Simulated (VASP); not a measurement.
# Pt (Fm-3m) in VASP: relaxation of cell and atoms with PBEsol

Aim: the relaxation of cell and atoms of Pt with PBEsol.

Program: VASP 6.6.1. These are calculated values, not measurements. Logs are shortened: lines on timing, memory, paths and dates and some standing lists are left out, and cuts for length are marked.

## 1. The cell of the first run

The structure is cubic, space group Fm-3m (No. 225). Conventional cell: a = 3.919 Å, b = 3.919 Å, c = 3.919 Å, α = 90.00°, β = 90.00°, γ = 90.00°. Pt (site symmetry m-3m) has 12 Pt at 2.77 Å within 3.7 Å.

## 2. Relaxation of cell and atoms, PBEsol

Contents of INCAR:

```
  PREC = Accurate
  ENCUT = 600
  EDIFF = 1E-6
  ISMEAR = -1
  SIGMA = 0.08
  LREAL = F
  LASPH = T
  NELM = 100
  ALGO = Normal
  ISIF = 3
  LWAVE = F
  LCHARG = F
  GGA = PS
  IBRION = 2
  NSW = 60
  EDIFFG = -0.005
```

Contents of KPOINTS:

```
regular mesh
0
Gamma
  18 18 18
```

Contents of POSCAR:

```
Pt
1.0
    0.0000000000      1.9596931354      1.9596931354
    1.9596931354      0.0000000000      1.9596931354
    1.9596931354      1.9596931354      0.0000000000
Pt
1
Direct
    0.0000000000      0.0000000000      0.0000000000
```

Potentials or basis: VASP PAW PBE potentials, release 64 (Pt).

The run is started by

```
$ cat potpaw_PBE.64/Pt/POTCAR > POTCAR
$ mpirun -np 1 vasp_std > vasp.out
```

OUTCAR:

```text
PREC = Accurate
   ENCUT = 600
   EDIFF = 1E-6
   ISMEAR = -1
   LREAL = F
   LASPH = T
   NELM = 100
   ISIF = 3
   GGA = PS
   IBRION = 2
   NSW = 60
   EDIFFG = -0.005

 ion  position               nearest neighbor table
   1  0.000  0.000  0.000-

  LATTYP: Found a face centered cubic cell.
 ALAT       =     3.9193862708

  Lattice vectors:

 A1 = (   0.0000000000,   1.9596931354,   1.9596931354)
 A2 = (   1.9596931354,   0.0000000000,   1.9596931354)
 A3 = (   1.9596931354,   1.9596931354,   0.0000000000)

Analysis of symmetry for initial positions (statically):
=====================================================================
 Subroutine PRICEL returns:
 Original cell was already a primitive cell.

 Routine SETGRP: Setting up the symmetry group for a
 face centered cubic supercell.

 Subroutine GETGRP returns: Found 48 space group operations
 (whereof 48 operations were pure point group operations)
 out of a pool of 48 trial point group operations.

The static configuration has the point symmetry O_h .

Analysis of symmetry for dynamics (positions and initial velocities):
=====================================================================
 Subroutine PRICEL returns:
 Original cell was already a primitive cell.

 Routine SETGRP: Setting up the symmetry group for a
 face centered cubic supercell.

 Subroutine GETGRP returns: Found 48 space group operations
 (whereof 48 operations were pure point group operations)
 out of a pool of 48 trial point group operations.

The dynamic configuration has the point symmetry O_h .

 Subroutine INISYM returns: Found 48 space group operations
 (whereof 48 operations are pure point group operations),
 and found     1 'primitive' translations

----------------------------------------------------------------------------------------

                                     Primitive cell

  volume of cell :      15.0520

  direct lattice vectors                    reciprocal lattice vectors
     0.000000000  1.959693135  1.959693135    -0.255141987  0.255141987  0.255141987
     1.959693135  0.000000000  1.959693135     0.255141987 -0.255141987  0.255141987
     1.959693135  1.959693135  0.000000000     0.255141987  0.255141987 -0.255141987

  length of vectors
     2.771424610  2.771424610  2.771424610     0.441918884  0.441918884  0.441918884

  position of ions in fractional coordinates (direct lattice)
     0.000000000  0.000000000  0.000000000

  ion indices of the primitive-cell ions
[... 91 lines left out ...]
   IALGO  =     38    algorithm
   IMIX   =      4    mixing-type and parameters
     AMIX     =   0.40;   BMIX     =  1.00
     AMIX_MAG =   1.60;   BMIX_MAG =  1.00
  volume/ion in A,a.u.               =      15.05       101.58
  Fermi-wavevector in a.u.,A,eV,Ry     =   1.428489  2.699452 27.763770  2.040580
  Thomas-Fermi vector in A             =   2.548545
   LORBIT       =      0    0 simple, 1 ext, 2 COOP (PROOUT), +10 PAW based schemes
   GGA     = PS    functional components
   LHFCALC =     F    Hartree Fock is set to
   AEXX    =    0.0000 exact exchange contribution
   IVDW    =     0    specifies the selected vdW correction
   LEPSILON=     F    determine dielectric tensor
   LRPA    =     F    only Hartree local field effects (RPA)
 conjugate gradient relaxation of ions
 non-spin polarized calculation
  energy-cutoff  :      600.00
  volume of cell :       15.05
 maximum number of plane-waves:       531
 NGX is ok and might be reduce to    24
   NGX = 11   NGY = 11   NGZ = 11

--------------------------------------- Ionic step        1  -------------------------------------------

 number of electron      10.0000000 magnetization

 Free energy of the ion-electron system (eV)
  ---------------------------------------------------
  ext. energy  EPLUGINS =         0.00000000
  ---------------------------------------------------
  free energy    TOTEN  =        -6.98097962 eV

  energy without entropy =       -6.94252859  energy(sigma->0) =       -6.96175411

------------------------ aborting loop because EDIFF is reached ----------------------------------------

  FORCE on cell =-STRESS in cart. coord.  units (eV):
  Direction    XX          YY          ZZ          XY          YZ          ZX
  --------------------------------------------------------------------------------------
  -------------------------------------------------------------------------------------
  Total       -0.0349840     -0.0349840     -0.0349840      0.0000000      0.0000000      0.0000000
  in kB       -3.7237925     -3.7237925     -3.7237925      0.0000000      0.0000000      0.0000000
  external PRESSURE =      -3.7237925 kB  Pullay stress =       0.0000000 kB
[... 57 lines left out ...]
--------------------------------------- Ionic step        3  -------------------------------------------

 number of electron      10.0000000 magnetization

 Free energy of the ion-electron system (eV)
  ---------------------------------------------------
  ext. energy  EPLUGINS =         0.00000000
  ---------------------------------------------------
  free energy    TOTEN  =        -6.98100399 eV

  energy without entropy =       -6.94262325  energy(sigma->0) =       -6.96181362

 E-fermi :  11.1630     XC(G=0): -13.6473

 val. band max:       11.1609696642   @ k =  -0.3333   0.3889   0.1111
 cond. band min:      11.1721574502   @ k =   0.3889   0.2222   0.0000
 fundamental gap:      0.0111877860
 Fermi energy:        11.1630346603

 k-point     1 :       0.0000    0.0000    0.0000
  band No.  band energies     occupation
      1       0.8263      2.00000
      2       7.3327      2.00000
      3       7.3327      2.00000
      4       7.3327      2.00000
      5       9.5220      2.00000
      6       9.5220      2.00000
      7      25.7746      0.00000
      8      30.7491      0.00000
      9      30.7491      0.00000
[... 265 lines left out ...]
 k-point    24 :      -0.2222    0.0556    0.0000
  band No.  band energies     occupation
      1       2.8822      2.00000
      2       6.8284      2.00000
      3       7.7293      2.00000
      4       7.7985      2.00000
      5       9.3204      2.00000
      6      10.0079      2.00000
      7      24.8181      0.00000
      8      27.6960      0.00000
      9      32.2199      0.00000

 [... further k-points ...]

------------------------ aborting loop because EDIFF is reached ----------------------------------------

  FORCE on cell =-STRESS in cart. coord.  units (eV):
  Direction    XX          YY          ZZ          XY          YZ          ZX
  --------------------------------------------------------------------------------------
  -------------------------------------------------------------------------------------
  Total        0.0004924      0.0004924      0.0004924      0.0000000      0.0000000      0.0000000
  in kB        0.0524848      0.0524848      0.0524848      0.0000000      0.0000000      0.0000000
  external PRESSURE =       0.0524848 kB  Pullay stress =       0.0000000 kB
[... 16 lines left out ...]
  FREE ENERGIE OF THE ION-ELECTRON SYSTEM (eV)
  ---------------------------------------------------
  free  energy   TOTEN  =        -6.9810039928 eV

  energy  without entropy=       -6.9426232485  energy(sigma->0) =       -6.96181362

 reached required accuracy - stopping structural energy minimisation
```

CONTCAR:

```text
Pt
   1.00000000000000
     0.0000000000000000    1.9588443804763256    1.9588443804763256
     1.9588443804763256    0.0000000000000000    1.9588443804763256
     1.9588443804763256    1.9588443804763256    0.0000000000000000
  Pt
     1
Direct
     0.0000000000000000    0.0000000000000000    0.0000000000000000

  0.00000000E+00  0.00000000E+00  0.00000000E+00
```

Wall time 1.9 min (1 thread of AMD EPYC 7R13, shared host); peak memory 0.14 GiB.

What came out:

- Free energy: -6.9810 eV
- Relaxed volume: 15.03 Å³/atom
- Relaxed cell: a = 2.770 Å, b = 2.770 Å, c = 2.770 Å, α = 60.00°, β = 60.00°, γ = 60.00°
- Space group after relaxing (to 0.05 Å): Fm-3m (No. 225)
- Energy gained by relaxing: 0.0 meV/atom
- Ionic steps: 3
- Pressure after relaxing: 0.0 GPa
- Band gap on the k mesh: zero (band 5 reaches 11.66 eV, above the bottom of band 6 at 9.41 eV)

Final structure:
```
Pt
1.0
     0.00000    1.95884    1.95884
     1.95884    0.00000    1.95884
     1.95884    1.95884    0.00000
Pt
1
Cartesian
  0.0000 0.0000 0.0000
```

Levels at points of the mesh, in eV from the Fermi level:
```tsv
k point	band 3	band 4	band 5	band 6	band 7	band 8
(0.00, 0.00, 0.00)	-3.83	-3.83	-1.64	-1.64	14.61	19.59
(0.50, 0.00, 0.00)	-3.89	-0.57	0.04	0.04	5.82	14.16
(0.50, 0.50, 0.00)	0.01	0.49	0.49	1.70	8.86	11.34
```

Caveat: the PAW data sets were made with another functional, which shifts forces and pressure a little; spin-orbit coupling is left out, which moves the levels of the heavy elements.
